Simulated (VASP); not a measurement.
# TaSi2 (F-43m) in VASP: notebook, part 2 of 2

VASP 6.6.1. Earlier steps stand in the parts before.

**6. Relaxation of cell and atoms, PBE**

This run uses another cell than the first one, of 17.28 Å³/atom, 1.057 times its volume.

INCAR

```
ALGO     = Normal         # electronic algorithm
EDIFF    = 1E-7           # SCF threshold, eV
EDIFFG   = -0.01          # ionic threshold
ENCUT    = 600            # plane-wave cutoff, eV
GGA      = PE             # functional
IBRION   = 2              # ionic algorithm
ISIF     = 3              # what is computed and relaxed
ISMEAR   = 0              # smearing method
LASPH    = True           # aspherical terms in the spheres
LCHARG   = False          # write CHGCAR
LREAL    = False          # projectors in reciprocal space
LWAVE    = False          # write WAVECAR
NELM     = 60             # most SCF steps
NSW      = 100            # ionic steps
PREC     = Accurate       # precision mode
SIGMA    = 0.1            # smearing width, eV
```

KPOINTS

```
k-points
0
Gamma
  14 14 14
```

POSCAR

```
TaSi2
1.0
    0.0000000000      2.9593181580      2.9593181580
    2.9593181580      0.0000000000      2.9593181580
    2.9593181580      2.9593181580      0.0000000000
Ta Si
1 2
Direct
    0.7500000000      0.7500000000      0.7500000000
    0.2500000000      0.2500000000      0.2500000000
    0.5000000000      0.5000000000      0.5000000000
```

Potentials or basis: VASP PAW PBE potentials, release 64 (Ta_pv, Si).

Command:

```console
$ cat potpaw_PBE.64/Ta_pv/POTCAR potpaw_PBE.64/Si/POTCAR > POTCAR
$ mpirun -np 1 vasp_std > vasp.out
```

OUTCAR:

```text
EDIFF = 1E-7
   EDIFFG = -0.01
   ENCUT = 600
   GGA = PE
   IBRION = 2
   ISIF = 3
   ISMEAR = 0
   LASPH = True
   LREAL = False
   NELM = 60
   NSW = 100
   PREC = Accurate

 ion  position               nearest neighbor table
   1  0.750  0.750  0.750-   3 2.56   3 2.56   3 2.56   3 2.56   2 2.96   2 2.96   2 2.96   2 2.96
                             2 2.96   2 2.96
   2  0.250  0.250  0.250-   3 2.56   3 2.56   3 2.56   3 2.56   1 2.96   1 2.96   1 2.96   1 2.96
                             1 2.96   1 2.96
   3  0.500  0.500  0.500-   2 2.56   2 2.56   2 2.56   1 2.56   2 2.56   1 2.56   1 2.56   1 2.56

  LATTYP: Found a face centered cubic cell.
 ALAT       =     5.9186363160

  Lattice vectors:

 A1 = (   0.0000000000,   2.9593181580,   2.9593181580)
 A2 = (   2.9593181580,   0.0000000000,   2.9593181580)
 A3 = (   2.9593181580,   2.9593181580,   0.0000000000)

Analysis of symmetry for initial positions (statically):
[... 5 lines left out ...]
 face centered cubic supercell.

 Subroutine GETGRP returns: Found 24 space group operations
 (whereof 24 operations were pure point group operations)
 out of a pool of 48 trial point group operations.

The static configuration has the point symmetry T_d .

Analysis of symmetry for dynamics (positions and initial velocities):
[... 5 lines left out ...]
 face centered cubic supercell.

 Subroutine GETGRP returns: Found 24 space group operations
 (whereof 24 operations were pure point group operations)
 out of a pool of 48 trial point group operations.

The dynamic configuration has the point symmetry T_d .

 Subroutine INISYM returns: Found 24 space group operations
 (whereof 24 operations are pure point group operations),
 and found     1 'primitive' translations

----------------------------------------------------------------------------------------

                                     Primitive cell

  volume of cell :      51.8328

  direct lattice vectors                    reciprocal lattice vectors
     0.000000000  2.959318158  2.959318158    -0.168957839  0.168957839  0.168957839
[... 130 lines left out ...]
 number of electron      18.9999999 magnetization

 Free energy of the ion-electron system (eV)
  ---------------------------------------------------
  ext. energy  EPLUGINS =         0.00000000
  ---------------------------------------------------
  free energy    TOTEN  =       -21.27487418 eV

  energy without entropy =      -21.25522481  energy(sigma->0) =      -21.26504949

------------------------ aborting loop because EDIFF is reached ----------------------------------------

  FORCE on cell =-STRESS in cart. coord.  units (eV):
  Direction    XX          YY          ZZ          XY          YZ          ZX
  --------------------------------------------------------------------------------------
  -------------------------------------------------------------------------------------
  Total       -0.0554447     -0.0554447     -0.0554447     -0.0000000     -0.0000000      0.0000000
  in kB       -1.7138204     -1.7138204     -1.7138204     -0.0000000     -0.0000000      0.0000000
  external PRESSURE =      -1.7138204 kB  Pullay stress =       0.0000000 kB
[... 61 lines left out ...]
--------------------------------------- Ionic step        3  -------------------------------------------

 number of electron      18.9999999 magnetization

 Free energy of the ion-electron system (eV)
  ---------------------------------------------------
  ext. energy  EPLUGINS =         0.00000000
  ---------------------------------------------------
  free energy    TOTEN  =       -21.27491756 eV

  energy without entropy =      -21.25530278  energy(sigma->0) =      -21.26511017

 E-fermi :   7.2366     XC(G=0): -11.1059

 val. band max:        7.2269419018   @ k =  -0.2857   0.2143   0.0714
 cond. band min:       7.2407609270   @ k =  -0.3571   0.2857   0.0000
 fundamental gap:      0.0138190252
 Fermi energy:         7.2365906105

 k-point     1 :       0.0000    0.0000    0.0000
  band No.  band energies     occupation
      1     -27.1070      2.00000
      2     -27.1070      2.00000
      3     -27.1070      2.00000
      4      -5.0273      2.00000
      5       3.9872      2.00000
      6       3.9872      2.00000
      7       3.9872      2.00000
      8       6.6476      2.00000
      9       6.6476      2.00000
     10       6.7845      2.00000
     11       6.8946      2.00000
     12       6.8946      2.00000
     13       6.8946      2.00000
[... 354 lines left out ...]
  band No.  band energies     occupation
      1     -27.1250      2.00000
      2     -27.1120      2.00000
      3     -27.1116      2.00000
      4      -4.0886      2.00000
      5       1.4768      2.00000
      6       3.2568      2.00000
      7       3.5738      2.00000
      8       5.1063      2.00000
      9       6.7161      2.00000
     10       6.7974      2.00000
     11       8.6445      0.00000
     12       9.0760      0.00000
     13      10.3144      0.00000

 [... further k-points ...]

------------------------ aborting loop because EDIFF is reached ----------------------------------------

  FORCE on cell =-STRESS in cart. coord.  units (eV):
  Direction    XX          YY          ZZ          XY          YZ          ZX
  --------------------------------------------------------------------------------------
  -------------------------------------------------------------------------------------
  Total        0.0023405      0.0023405      0.0023405      0.0000000      0.0000000      0.0000000
  in kB        0.0724558      0.0724558      0.0724558      0.0000000      0.0000000      0.0000000
  external PRESSURE =       0.0724558 kB  Pullay stress =       0.0000000 kB
[... 18 lines left out ...]
  FREE ENERGIE OF THE ION-ELECTRON SYSTEM (eV)
  ---------------------------------------------------
  free  energy   TOTEN  =       -21.2749175627 eV

  energy  without entropy=      -21.2553027793  energy(sigma->0) =      -21.26511017

 reached required accuracy - stopping structural energy minimisation
```

OSZICAR:

```text
N       E                     dE             d eps       ncg     rms          rms(c)
DAV:   1     0.969978395914E+02    0.96998E+02   -0.10368E+04  2704   0.145E+03
[... 24 lines left out ...]
DAV:   1    -0.212750360440E+02   -0.14440E-03   -0.32320E-03  3074   0.643E-01    0.819E-02
DAV:   2    -0.212749352624E+02    0.10078E-03   -0.50288E-04  3069   0.164E-01    0.244E-02
DAV:   3    -0.212749227707E+02    0.12492E-04   -0.23682E-05  2829   0.322E-02    0.123E-02
DAV:   4    -0.212749182935E+02    0.44773E-05   -0.11574E-05  3114   0.298E-02    0.413E-03
DAV:   5    -0.212749178384E+02    0.45502E-06   -0.70430E-07  3409   0.646E-03    0.219E-03
DAV:   6    -0.212749175506E+02    0.28782E-06   -0.15009E-07  1427   0.209E-03    0.423E-04
DAV:   7    -0.212749175627E+02   -0.12094E-07   -0.26909E-08  1357   0.109E-03
   3 F= -.21274918E+02 E0= -.21265110E+02  d E =-.433833E-04
```

CONTCAR:

```text
TaSi2
   1.00000000000000
    -0.0000000000000000    2.9578081568728729    2.9578081568728729
     2.9578081568728729   -0.0000000000000000    2.9578081568728729
     2.9578081568728729    2.9578081568728729   -0.0000000000000000
  Ta              Si
     1     2
Direct
     0.7500000000000000    0.7500000000000000    0.7500000000000000
     0.2500000000000000    0.2500000000000000    0.2500000000000000
     0.5000000000000000    0.5000000000000000    0.5000000000000000

  0.00000000E+00  0.00000000E+00  0.00000000E+00
  0.00000000E+00  0.00000000E+00  0.00000000E+00
  0.00000000E+00  0.00000000E+00  0.00000000E+00
```

Wall time 2.8 min (1 thread of Intel Xeon 6975P-C, shared host); peak memory 0.27 GiB.

What came out:

```
Free energy                            : -21.2749 eV
Relaxed volume                         : 17.25 Å³/atom
Relaxed cell                           : a = 4.183 Å, b = 4.183 Å, c = 4.183 Å, α = 60.00°, β = 60.00°, γ = 60.00°
Space group after relaxing (to 0.05 Å) : F-43m (No. 216)
Energy gained by relaxing              : 0.0 meV/atom
Ionic steps                            : 3
Pressure after relaxing                : 0.0 GPa
```

Final structure:
```cif
data_structure
_symmetry_space_group_name_H-M 'P 1'
_symmetry_Int_Tables_number 1
_cell_length_a 4.1830
_cell_length_b 4.1830
_cell_length_c 4.1830
_cell_angle_alpha 60.000
_cell_angle_beta 60.000
_cell_angle_gamma 60.000
_cell_volume 51.75
loop_
_atom_site_label
_atom_site_type_symbol
_atom_site_fract_x
_atom_site_fract_y
_atom_site_fract_z
_atom_site_occupancy
Ta1 Ta 0.75000 0.75000 0.75000 1
Si1 Si 0.25000 0.25000 0.25000 1
Si2 Si 0.50000 0.50000 0.50000 1
```

Caveat: the bands computed are all filled at some k points, so no gap is given; spin-orbit coupling is left out, which moves the levels of the heavy elements.

**7. Summary**

```csv
task,cell,k mesh,cutoff (eV),gap on the mesh (eV),pressure (GPa),relaxed volume (Å³/atom)
single point,"a = 4.108 Å, angles 60.0°, 3 atoms",6 × 6 × 6,520,none,7.2,-
single point,"a = 4.185 Å, angles 60.0°, 3 atoms",6 × 6 × 6,520,none,-0.3,-
relaxation of cell and atoms,"relaxed from a = 4.108 Å, angles 60.0°, 3 atoms",6 × 6 × 6,600,-,0.0,17.25
single point,"a = 4.183 Å, angles 60.0°, 3 atoms",14 × 14 × 14,520,none,0.0,-
relaxation of cell and atoms,"relaxed from a = 4.185 Å, angles 60.0°, 3 atoms",14 × 14 × 14,600,-,0.0,17.25
```

Alike in all rows: level PBE; potentials or basis VASP PAW PBE potentials, release 64 (Ta_pv, Si); no spin polarisation; smearing gaussian 0.1 eV.

Caveats: spin-orbit coupling is left out, which moves the levels of the heavy elements; the bands computed are all filled at some k points, so no gap is given (some runs).

Absolute energies hang on the potentials; compare differences alone.
